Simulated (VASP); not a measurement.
A run of VASP 6.6.1 is set up as follows.

File INCAR:

```
ALGO = Normal ; EDIFF = 1E-6
ENCUT = 820 ; GGA = PE
GGA_COMPAT = False ; ISIF = 2
ISMEAR = 0 ; LASPH = True
LCHARG = True ; LELF = True
LREAL = False ; LVHAR = True
LWAVE = False ; NBANDS = 26
NELM = 120 ; PREC = Accurate
SIGMA = 0.15
```

File KPOINTS:

```
k-points
0
Gamma
  12 12 12
```

Contents of POSCAR:

```
Cu
1.0
    0.0000000000      0.0000000000     -2.7591133692
    0.0000000000     -2.9510604861      0.0000000000
   -2.9510604861      0.0000000000      0.0000000000
Cu
2
Direct
    0.4004892034      0.4593669465      0.6761548521
    0.0995107966      0.0406330535     -0.1761548521
```

Potentials or basis: VASP PAW PBE potentials, release 64 (Cu_sv_GW).

Command:

```console
$ cat potpaw_PBE.64/Cu_sv_GW/POTCAR > POTCAR
$ mpirun -np 1 vasp_std > vasp.out
```

Task: What does it give for the pressure?

Result: 139.5 GPa.

Task: Estimate the largest force.

Result: 31.598 eV/Å.

Task: Estimate the band gap on the k mesh.

Result: Zero (bands 19 and 20 overlap by 3.71 eV).

Stress tensor (GPa, compression positive):
```
 24.17 -63.82 -56.89
-63.82 279.90 113.53
-56.89 113.53 114.53
```

Caveat: the cell differs from its parent crystal (atom 2 moved 1.20 Å); atoms lie so close that the PAW spheres overlap strongly, which falsifies energies and pressures; the stress differs along the axes, from 24 to 280 GPa; forces of over 1 eV/Å act on the atoms, so gaps and moduli don't describe the material at rest.
